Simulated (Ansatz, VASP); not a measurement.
One calculation of MgO, two programs

Contents of INCAR:

```
PREC = Accurate
ENCUT = 600
EDIFF = 1E-6
ISMEAR = 0
SIGMA = 0.05
LREAL = F
LASPH = T
NELM = 120
ALGO = Normal
ISIF = 2
LWAVE = F
LCHARG = T
GGA = PE
LELF = T
LVHAR = T
NBANDS = 11
GGA_COMPAT = F
```

Contents of KPOINTS:

```
regular mesh
0
Gamma
  8 8 8
```

POSCAR

```
MgO
1.0
    0.0000000000      2.1200000000      2.1200000000
    2.1200000000      0.0000000000      2.1200000000
    2.1200000000      2.1200000000      0.0000000000
Mg O
1 1
Direct
    0.0000000000      0.0000000000      0.0000000000
    0.5000000000      0.5000000000      0.5000000000
```

Input for Ansatz:

```yaml
crystal:
  lattice:
    - [0.0, 2.12, 2.12]
    - [2.12, 0.0, 2.12]
    - [2.12, 2.12, 0.0]
  atoms:
    - { symbol: Mg, position: [0.0, 0.0, 0.0] }
    - { symbol: O, position: [0.5, 0.5, 0.5] }
basis:
  ecutwfc: 420
kpoints:
  mp_grid: { grid: [8, 8, 8] }
hamiltonian:
  xc: pbe
scf:
  occupations: { method: gaussian, width: 0.05 }
output:
  forces: true
  stress: true
  eigenvalues: true
```

Alike in both runs: task single point; functional PBE; k mesh 8 × 8 × 8; occupations gaussian, width 0.05 eV; no spin polarisation.

|  | VASP | Ansatz |
| --- | --- | --- |
| version | VASP 6.6.1 | Ansatz 0.2.0 |
| potentials or method | VASP PAW PBE potentials, release 64 (Mg, O), cutoff 600 eV | scalar-relativistic, plane waves, PAW |
| valence electrons in the cell | 8 | 16 |

```csv
,VASP,Ansatz,Ansatz less VASP
gap on the k mesh at the Fermi level (eV),4.54,4.55,+0.016
least direct gap on the mesh (eV),4.54,4.55,+0.016
pressure (GPa),0.5,1.5,+0.99
```

VASP's potentials hold 8 valence electrons a cell and Ansatz's 16, so a difference there can come from the potentials and not from the codes.
